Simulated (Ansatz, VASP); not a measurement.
# Ag4O in VASP and in Ansatz

INCAR

```
SYSTEM = Ag4O
PREC = Accurate ; ENCUT = 520
EDIFF = 1E-6 ; ISMEAR = 0
SIGMA = 0.1 ; LREAL = .False.
LASPH = .True. ; NELM = 60
ALGO = Fast ; ISIF = 2
LWAVE = .False. ; LCHARG = .True.
LDIPOL = .True. ; IDIPOL = 3
DIPOL = 0.5 0.5 0.518 ; GGA = PS
LELF = .True. ; LVHAR = .True.
LVACPOTAV = .True. ; NBANDS = 33
```

Contents of KPOINTS:

```
Automatic mesh
0
Gamma
  10 10 1
  0 0 0
```

Contents of POSCAR:

```
Ag4O
1.0
    2.8669036825      0.0000000000      0.0000000000
    0.0000000000      2.8669036825      0.0000000000
    0.0000000000      0.0000000000     25.0816211046
Ag O
4 1
Direct
    0.5000000000      0.5000000000      0.3388935654
    0.0000000000      0.0000000000      0.4197179677
    0.5000000000      0.5000000000      0.5008162760
    0.0000000000      0.0000000000      0.5799214924
    0.3333333333      0.3333333333      0.7522662951
```

Input for Ansatz:

```yaml
crystal:
  lattice:
    - [2.8669036825, 0.0, 0.0]
    - [0.0, 2.8669036825, 0.0]
    - [0.0, 0.0, 25.0816211046]
  atoms:
    - { symbol: Ag, position: [0.5, 0.5, 0.3388935654] }
    - { symbol: Ag, position: [0.0, 0.0, 0.4197179677] }
    - { symbol: Ag, position: [0.5, 0.5, 0.500816276] }
    - { symbol: Ag, position: [0.0, 0.0, 0.5799214924] }
    - { symbol: O, position: [0.3333333333, 0.3333333333, 0.7522662951] }
basis:
  ecutwfc: 420
kpoints:
  mp_grid: { grid: [10, 10, 1] }
hamiltonian:
  xc: pbesol
scf:
  occupations: { method: gaussian, width: 0.1 }
output:
  forces: true
  stress: true
  eigenvalues: true
  write_density: true
  write_potential: true
  elf: true
  volumetric_format: npy
efield:
  axis: 3
  dipole_correction: true
  ramp_width: 0.04
```

Alike in both runs: task single point; functional PBEsol; k mesh 10 × 10 × 1; occupations gaussian, width 0.1 eV; no spin polarisation.

|  | VASP | Ansatz |
| --- | --- | --- |
| version | VASP 6.6.1 | Ansatz 0.2.0 |
| potentials or method | VASP PAW PBE potentials, release 64 (Ag, O), cutoff 520 eV | scalar-relativistic, plane waves, PAW |
| valence electrons in the cell | 50 | 82 |

VASP gave:

```
gap on the k mesh at the Fermi level (eV)  : none
rms of the force components (eV/Å)         : 0.069
work function, face that differs most (eV) : 4.34
```

**Question.** Estimate Ansatz's values.

**Answer.** gap on the k mesh at the Fermi level (eV): none; rms of the force components (eV/Å): 0.070; work function, face that differs most (eV): 4.35.

VASP's potentials were made for PBE, not for PBEsol. Atom by atom the forces differ by 0.003 eV/Å (rms over components). A gap of «none» marks a metal or a gap that the smearing closes. VASP's potentials hold 50 valence electrons a cell and Ansatz's 82, so a difference there can come from the potentials and not from the codes. Ansatz's warnings: vacuum below fermi, xc potential rough in thin density.
